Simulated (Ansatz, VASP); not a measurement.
# One calculation of ZnO, two programs

INCAR

```
SYSTEM = ZnO
PREC = Accurate ; ENCUT = 910
EDIFF = 1E-6 ; ISMEAR = -1
SIGMA = 0.02 ; LREAL = .FALSE.
LASPH = .TRUE. ; NELM = 120
ALGO = Normal ; ISIF = 2
LWAVE = .FALSE. ; LCHARG = .FALSE.
GGA = PE ; NBANDS = 26
GGA_COMPAT = .FALSE.
```

File KPOINTS:

```
Automatic mesh
0
G
  12 12 6
  0 0 0
```

POSCAR

```
ZnO
1.0
    3.2709296136      0.0000000000      0.0000000000
   -1.6354648068      2.8327081393      0.0000000000
    0.0000000000      0.0000000000      5.1513321237
Zn O
2 2
Direct
    0.3333333333      0.6666666667     -0.0052082116
    0.6666666667      0.3333333333      0.4947917884
    0.3333333333      0.6666666667      0.3802082116
    0.6666666667      0.3333333333      0.8802082116
```

Input for Ansatz:

```yaml
crystal:
  lattice:
    - [3.2709296136, 0.0, 0.0]
    - [-1.6354648068, 2.8327081393, 0.0]
    - [0.0, 0.0, 5.1513321237]
  atoms:
    - { symbol: Zn, position: [0.3333333333, 0.6666666667, -0.0052082116] }
    - { symbol: Zn, position: [0.6666666667, 0.3333333333, 0.4947917884] }
    - { symbol: O, position: [0.3333333333, 0.6666666667, 0.3802082116] }
    - { symbol: O, position: [0.6666666667, 0.3333333333, 0.8802082116] }
kpoints:
  mp_grid: { grid: [12, 12, 6] }
  band_path:
    path:
      - [0.0, 0.0, 0.0]
      - [0.5, 0.0, 0.0]
      - [0.3333333333, 0.3333333333, 0.0]
      - [0.0, 0.0, 0.5]
      - [0.5, 0.0, 0.5]
      - [0.3333333333, 0.3333333333, 0.5]
    npoints: 1
hamiltonian:
  xc: pbe
scf:
  occupations: { method: fermi_dirac, width: 0.02 }
  n_extra_bands: 5
output:
  forces: true
  stress: true
  eigenvalues: true
```

Change from the starting cell: epitaxial_xy strain +1.1%.

Alike in both runs: task single point; functional PBE; k mesh 12 × 12 × 6; occupations fermi-dirac, width 0.02 eV; no spin polarisation.

|  | VASP | Ansatz |
| --- | --- | --- |
| version | VASP 6.6.1 | Ansatz 0.2.0 |
| potentials or method | VASP PAW PBE potentials, release 64 (Zn, O_h) | plane waves, PAW |
| plane-wave cutoff (eV) | 910 | 420 |
| valence electrons in the cell | 36 | 36 |

```csv
,VASP,Ansatz,Ansatz less VASP
gap on the k mesh at the Fermi level (eV),0.81,0.82,+0.014
rms of the force components (eV/Å),0.008,0.006,-0.0021
```

Atom by atom the forces differ by 0.002 eV/Å (rms over components).

Noted on VASP's run: the cutoff is short for stress, so the pressure is rough.
